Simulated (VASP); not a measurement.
# H17O8F in VASP: further runs, part 2 of 2

VASP 6.6.1. Earlier steps stand in the parts before.

### 5 Single point, PBE

File INCAR:

```
SYSTEM = H17O8F
ALGO = Normal
EDIFF = 1E-6
ENCUT = 520
GGA = PE
GGA_COMPAT = .False.
ISIF = 2
ISMEAR = -1
LASPH = .True.
LCHARG = .False.
LREAL = .False.
LWAVE = .False.
NBANDS = 55
NELM = 120
PREC = Accurate
SIGMA = 0.02
```

File KPOINTS:

```
k-points
0
Gamma
  1 1 1
  0 0 0
```

File POSCAR:

```
H17O8F
1.0
    6.4950650000      0.0000000000      0.0000000000
    0.0000000000      6.4950650000      0.0000000000
    0.0000000000      0.0000000000      6.4950650000
O H F
8 17 1
Direct
    0.2343317580      0.8076747500      0.3589956375
    0.5741435998      0.4403497117      0.3349004206
    0.2692505772     -0.0557346231      0.8280286648
    0.9171578729      0.6320491019      1.1350309812
    0.5379468874      1.1211743070      0.5757602118
    0.5650135911      0.9094135317      1.1535219432
    0.4646912694      0.3514976371      0.9395902889
    0.1112536980      0.2136699171      0.1474042215
    0.3717283815      0.8166661919      0.2817985655
    0.2018763477      0.9611605119      0.3692957653
    0.7051045679      0.5061535181      0.3062017085
    0.5259377697      0.3927135448      0.1995361093
    0.3559471691      0.0092377828      0.7202699280
    0.2337774911     -0.2019225366      0.7979134928
    0.9440706136      0.4827665312      1.1137840807
    1.0362174974      0.6939576432      1.1878557028
    0.5307722094      1.2481168395      0.4837826873
    0.6113718646      1.0180652542      0.4830898536
    0.6781302420      0.8084753578      1.1228525042
    0.5027047458      0.9444401249      1.0186811063
    0.3980714589      0.4275245898      0.8291987840
    0.5454602841      0.2508827856      0.8610075496
    0.0597376624      0.0974124200      0.0638484757
    0.2240470265      0.2754244954      0.0734095810
    0.2249862011      0.6824566036      0.5106800317
    0.2063412760      0.5823806228      0.6384385684
```

Run with:

```sh
> cat potpaw_PBE.64/O/POTCAR potpaw_PBE.64/H/POTCAR potpaw_PBE.64/F/POTCAR > POTCAR
> mpirun -np 1 vasp_gam > vasp.out
```

Run time: 17 s. Hardware: 1 thread of AMD EPYC 9R45 (Zen 5), shared host; peak memory 0.27 GiB.

The run converged. Its results:

| Item | Value |
| --- | --- |
| Free energy | -125.1297 eV |
| Pressure | 0.1 GPa |
| Largest force | 3.132 eV/Å |

Forces on the atoms (eV/Å):
```
O    0.153  2.016 -0.977
O   -0.630 -0.161  0.186
O   -0.220 -0.294  0.900
O   -2.500 -1.519 -1.118
O    0.817 -0.970 -1.189
O    0.869 -0.635 -0.348
O    0.192 -0.154 -0.146
O   -1.552 -0.610  0.801
H   -0.069 -0.158  0.053
H    0.022 -1.433  0.138
H    0.487  0.193  0.039
H    0.074  0.226 -0.202
H   -0.151 -0.421 -0.307
H    0.390  0.758 -0.439
H    0.312  0.582  0.094
H    2.031  0.773  1.079
H    0.381 -0.154  0.282
H   -0.850  1.247  1.085
H   -0.496  0.429  0.184
H   -0.399 -0.250  0.160
H   -0.360  0.531 -0.255
H   -0.015 -0.028  0.022
H    0.668  0.706 -0.053
H    0.820 -0.188 -0.742
H   -0.066 -0.187  0.443
F    0.091 -0.301  0.310
```

Stress tensor (GPa, compression positive):
```
 0.84  1.44  0.32
 1.44 -1.68 -0.11
 0.32 -0.11  1.28
```

Levels at points of the mesh, in eV from the Fermi level:
```
           k point  band 32  band 33  band 34  band 35  band 36  band 37  band 38  band 39  band 40  band 41
(0.00, 0.00, 0.00)    -1.08    -1.00    -0.88    -0.67    -0.48     4.31     7.38     7.71     7.94     8.39
```

Caveat: the k points lie up to 0.97 Å⁻¹ apart.

### 6 Single point, PBE

File INCAR:

```
  PREC = Accurate
  ENCUT = 520
  EDIFF = 1E-6
  ISMEAR = -1
  SIGMA = 0.02
  LREAL = F
  LASPH = T
  NELM = 120
  ALGO = Normal
  ISIF = 2
  LWAVE = F
  LCHARG = F
  GGA = PE
  NBANDS = 55
  GGA_COMPAT = F
```

File KPOINTS:

```
Automatic mesh
0
Gamma
  1 1 1
```

File POSCAR:

```
H17O8F
1.0
    6.4950650000      0.0000000000      0.0000000000
    0.0000000000      6.4950650000      0.0000000000
    0.0000000000      0.0000000000      6.4950650000
O H F
8 17 1
Direct
    0.2002289431      0.7660123494      0.3332838086
    0.5688472710      0.4423974202      0.3393499526
    0.2817369803     -0.0340720224      0.8291987840
    0.8669197306      0.6327265393      1.1181874238
    0.5892165821      1.1413280698      0.6019647224
    0.5462608919      0.8830550580      1.1404196879
    0.5242749688      0.3821824724      0.9263956558
    0.1178125238      0.1847402605      0.1437706936
    0.3460165526      0.7695996884      0.2817677729
    0.1471116917      0.9134781561      0.3383953817
    0.6842579712      0.5340054334      0.3066635977
    0.5222734491      0.4085409461      0.2022304627
    0.3583028037      0.0125633847      0.7146040879
    0.2547472581     -0.1829388928      0.7997764457
    0.8658111967      0.5130664589      1.0239620389
    0.9997128589      0.6450281868      1.1843915342
    0.5700635790      1.2481168395      0.4871698744
    0.7082608103      1.0666251993      0.5584393690
    0.6818099588      0.8196992640      1.0971252790
    0.4654918773      0.9274733971      1.0186041248
    0.4211967086      0.4377323399      0.8297068621
    0.5656910285      0.2540236318      0.8582054221
    0.1942243842      0.1180126758      0.0322398621
    0.2172572561      0.2890810177      0.1923614313
    0.1998286391      0.6661827095      0.5299869978
    0.1854330942      0.5992395765      0.6709555640
```

Potentials or basis: VASP PAW PBE potentials, release 64 (O, H, F).

Run with:

```sh
> cat potpaw_PBE.64/O/POTCAR potpaw_PBE.64/H/POTCAR potpaw_PBE.64/F/POTCAR > POTCAR
> mpirun -np 1 vasp_gam > vasp.out
```

OUTCAR:

```text
PREC = Accurate
   ENCUT = 520
   EDIFF = 1E-6
   ISMEAR = -1
   LREAL = F
   LASPH = T
   NELM = 120
   ISIF = 2
   GGA = PE

 ion  position               nearest neighbor table
   1  0.200  0.766  0.333-   9 1.00  10 1.02
   2  0.569  0.442  0.339-  12 0.97  11 0.98
   3  0.282  0.966  0.829-  13 0.95  14 1.00
   4  0.867  0.633  0.118-  16 0.97  15 0.99
   5  0.589  0.141  0.602-  18 0.96  17 1.03
   6  0.546  0.883  0.140-  20 0.99  19 1.01
   7  0.524  0.382  0.926-  22 0.98  21 0.99
   8  0.118  0.185  0.144-  23 0.98  24 0.99
   9  0.346  0.770  0.282-   1 1.00
  10  0.147  0.913  0.338-   1 1.02
  11  0.684  0.534  0.307-   2 0.98
  12  0.522  0.409  0.202-   2 0.97
  13  0.358  0.013  0.715-   3 0.95
  14  0.255  0.817  0.800-   3 1.00
[... 10 lines left out ...]
  25  0.200  0.666  0.530-  26 1.02
  26  0.185  0.599  0.671-  25 1.02

  LATTYP: Found a simple cubic cell.
 ALAT       =     6.4950650000

  Lattice vectors:

 A1 = (   6.4950650000,   0.0000000000,   0.0000000000)
[... 204 lines left out ...]
 fundamental gap:      4.5175076498
 Fermi energy:        -3.0830591393

 k-point     1 :       0.0000    0.0000    0.0000
  band No.  band energies     occupation
      1     -26.1899      2.00000
      2     -23.0617      2.00000
      3     -22.7320      2.00000
      4     -22.5562      2.00000
      5     -22.3053      2.00000
      6     -21.9134      2.00000
[... 40 lines left out ...]
     47       6.9651      0.00000
     48       7.1273      0.00000
 [bands above 48 left out]

------------------------ aborting loop because EDIFF is reached ----------------------------------------

  FORCE on cell =-STRESS in cart. coord.  units (eV):
  Direction    XX          YY          ZZ          XY          YZ          ZX
  --------------------------------------------------------------------------------------
  -------------------------------------------------------------------------------------
  Total        1.4214931     -0.2789853      3.5340324      0.9863477      0.6992263     -0.9712597
  in kB        8.3119866     -1.6313284     20.6647711      5.7675333      4.0886300     -5.6793083
  external PRESSURE =       9.1151431 kB  Pullay stress =       0.0000000 kB

 VOLUME and BASIS-vectors are now :
 -----------------------------------------------------------------------------
  energy-cutoff  :      520.00
  volume of cell :      274.00
      direct lattice vectors                 reciprocal lattice vectors
     6.495065000  0.000000000  0.000000000     0.153963047  0.000000000  0.000000000
     0.000000000  6.495065000  0.000000000     0.000000000  0.153963047  0.000000000
     0.000000000  0.000000000  6.495065000     0.000000000  0.000000000  0.153963047

 POSITION                                       TOTAL-FORCE (eV/Angst)
 -----------------------------------------------------------------------------------
      1.30050      4.97530      2.16470        -0.549818      0.849054      0.690033
      3.69470      2.87340      2.20410        -0.390782      0.122071      0.963913
      1.82990      6.27376      5.38570        -1.108721     -1.439431      1.289376
      5.63070      4.10960      0.76763        -0.635830     -0.617806     -0.746513
      3.82700      0.91793      3.90980        -0.756141      0.360060     -0.346519
      3.54800      5.73550      0.91204         0.551107     -0.136469      0.022771
[... 18 lines left out ...]
      1.29790      4.32690      3.44230        -0.165632      0.055658     -0.290164
      1.20440      3.89210      4.35790         0.144741     -0.196981      0.207310
 -----------------------------------------------------------------------------------
    total drift:                                0.002597     -0.002920     -0.002128

  FREE ENERGIE OF THE ION-ELECTRON SYSTEM (eV)
  ---------------------------------------------------
  free  energy   TOTEN  =      -125.1242978813 eV

  energy  without entropy=     -125.1242978813  energy(sigma->0) =     -125.12429788
```

OSZICAR:

```text
N       E                     dE             d eps       ncg     rms          rms(c)
DAV:   1     0.542141444707E+03    0.54214E+03   -0.40287E+04   118   0.119E+03
DAV:   2    -0.848359786524E+02   -0.62698E+03   -0.60753E+03   140   0.297E+02
DAV:   3    -0.136707663929E+03   -0.51872E+02   -0.51600E+02   140   0.905E+01
DAV:   4    -0.137420856654E+03   -0.71319E+00   -0.71202E+00   132   0.119E+01
DAV:   5    -0.137430789534E+03   -0.99329E-02   -0.99281E-02   148   0.134E+00    0.214E+01
DAV:   6    -0.125482457669E+03    0.11948E+02   -0.37884E+01   132   0.259E+01    0.796E+00
DAV:   7    -0.125278282360E+03    0.20418E+00   -0.16233E+00   140   0.510E+00    0.510E+00
DAV:   8    -0.125131285789E+03    0.14700E+00   -0.43273E-01   140   0.329E+00    0.832E-01
DAV:   9    -0.125120020547E+03    0.11265E-01   -0.59026E-02   140   0.116E+00    0.318E-01
DAV:  10    -0.125123863721E+03   -0.38432E-02   -0.83608E-03   124   0.409E-01    0.161E-01
DAV:  11    -0.125124439327E+03   -0.57561E-03   -0.12257E-03   124   0.228E-01    0.392E-02
DAV:  12    -0.125124343927E+03    0.95400E-04   -0.29352E-04   132   0.995E-02    0.265E-02
DAV:  13    -0.125124306977E+03    0.36949E-04   -0.70478E-05   124   0.517E-02    0.166E-02
DAV:  14    -0.125124297373E+03    0.96045E-05   -0.13697E-05   132   0.236E-02    0.701E-03
DAV:  15    -0.125124297955E+03   -0.58238E-06   -0.12072E-05   124   0.180E-02    0.483E-03
DAV:  16    -0.125124297881E+03    0.73668E-07   -0.17247E-06   108   0.892E-03
   1 F= -.12512430E+03 E0= -.12512430E+03  d E =-.177461E-11
```

Run time: 16 s. Hardware: 1 thread of AMD EPYC 9R45 (Zen 5), shared host; peak memory 0.27 GiB.

What came out:

```yaml
Free_energy: -125.1243 eV
Pressure: 0.9 GPa
Largest_force: 2.238 eV/Å
```

Forces in eV/Å, atoms in the order of the input:
```
O   -0.550  0.849  0.690
O   -0.391  0.122  0.964
O   -1.109 -1.439  1.289
O   -0.636 -0.618 -0.747
O   -0.756  0.360 -0.347
O    0.551 -0.136  0.023
O   -0.605  0.273 -0.035
O    0.367  0.626  0.856
H    0.185  0.522 -0.317
H    0.772 -1.120 -0.434
H    0.305 -0.011  0.010
H   -0.131 -0.314 -1.051
H    1.364  0.891 -1.534
H   -0.223  0.624  0.108
H    0.088  0.545  0.466
H    0.826  0.115  0.138
H    0.318 -0.045  0.510
H    0.582 -0.545 -0.189
H   -1.099  0.263  0.235
H    0.355 -0.204  0.002
H    0.311  0.009  0.346
H    0.194  0.087 -0.301
H   -0.147 -0.247 -0.485
H   -0.550 -0.465 -0.115
H   -0.166  0.056 -0.290
F    0.145 -0.197  0.207
```

Levels at points of the mesh, in eV from the Fermi level:
```
           k point  band 33  band 34  band 35  band 36  band 37  band 38  band 39  band 40
(0.00, 0.00, 0.00)    -1.11    -1.05    -0.91    -0.54     3.97     6.99     7.22     7.93
```

Caveat: the k points lie up to 0.97 Å⁻¹ apart; the atoms stand as in a frame of molecular dynamics.

### 7 The runs side by side

```tsv
cell	pressure (GPa)	largest force (eV/Å)
as given, atomic positions A	0.3	0.24
as given, atomic positions B	0.4	1.85
as given, atomic positions C	1.5	2.84
as given, atomic positions D	0.1	3.13
as given, atomic positions E	0.9	2.24
```

Alike in all rows: task single point; level PBE; potentials or basis VASP PAW PBE potentials, release 64 (O, H, F); no spin polarisation; k mesh 1 × 1 × 1; cutoff (eV) 520; smearing fermi-dirac 0.02 eV.

Caveats: all runs use coarse meshes; the atoms stand as in a frame of molecular dynamics (at least some runs).

Total energies depend on the potentials used, so only differences within one code and one set of settings carry meaning.
